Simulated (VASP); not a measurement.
Runs of VASP 6.6.1 on CdO. The structure is that of space group Fm-3m (No. 225), or close to it. The cells are those of the table. 

| task | cell | gap on the mesh (eV) | pressure (GPa) |
| --- | --- | --- | --- |
| relaxation of cell and atoms | relaxed to 150 GPa from a = 2.980 Å, angles 60.0°, 2 atoms | 0.48 | 150.0 |
| relaxation of cell and atoms | relaxed to 150 GPa from a = 2.922 Å, angles 60.0°, 2 atoms | 0.48 | 150.0 |
| relaxation of cell and atoms | relaxed to 112.5 GPa from a = 2.980 Å, angles 60.0°, 2 atoms | 0.32 | 112.5 |
| single point | a = 2.980 Å, angles 60.0°, 2 atoms | 0.32 | 112.5 |
| single point | a = 3.250 Å, angles 60.0°, 2 atoms | (a) | 17.8 |

Alike in all rows: level PBE; potentials or basis VASP PAW PBE potentials, release 64 (Cd_sv_GW, O); no spin polarisation; k mesh 16 × 16 × 16; cutoff (eV) 700; smearing gaussian 0.1 eV.

Problem. Fill in the values left out.

Solution. (a) none.

Caveats: semilocal functionals underestimate gaps, and a narrow one can read as zero; the cell is relaxed towards a set pressure, so the run minimises the enthalpy, not the energy (at least some runs); the cell stands under pressure (at least some runs); the relaxation stopped at its first step, so nothing moved (at least some runs).

A k mesh can miss the band edges, and the runs leave out spin-orbit coupling on Cd.
